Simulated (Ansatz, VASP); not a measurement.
# One calculation of SiC, two programs

```
Si C
1.0
     0.00000    2.14396    2.14396
     2.14396    0.00000    2.14396
     2.14396    2.14396    0.00000
Si C
1 1
Cartesian
  0.0000 0.0000 0.0000
  3.2159 3.2159 3.2159
```

Alike in both runs: task single point; functional r2SCAN; dispersion D4; k mesh 10 × 10 × 10; occupations gaussian, width 0.05 eV; no spin polarisation.

|  | VASP | Ansatz |
| --- | --- | --- |
| version | VASP 6.6.1 | Ansatz 0.2.0 |
| potentials or method | VASP PAW PBE potentials, release 64 (Si, C), cutoff 520 eV | scalar-relativistic, plane waves, PAW |
| valence electrons in the cell | 8 | 8 |

|  | VASP | Ansatz | Ansatz less VASP |
| --- | --- | --- | --- |
| gap on the k mesh at the Fermi level (eV) | 1.69 | 1.68 | -0.012 |
| least direct gap on the mesh (eV) | 5.12 | 5.11 | -0.013 |
| pressure (GPa) | 9.9 | 10.2 | +0.23 |

VASP's potentials were made for PBE, not for r2SCAN.
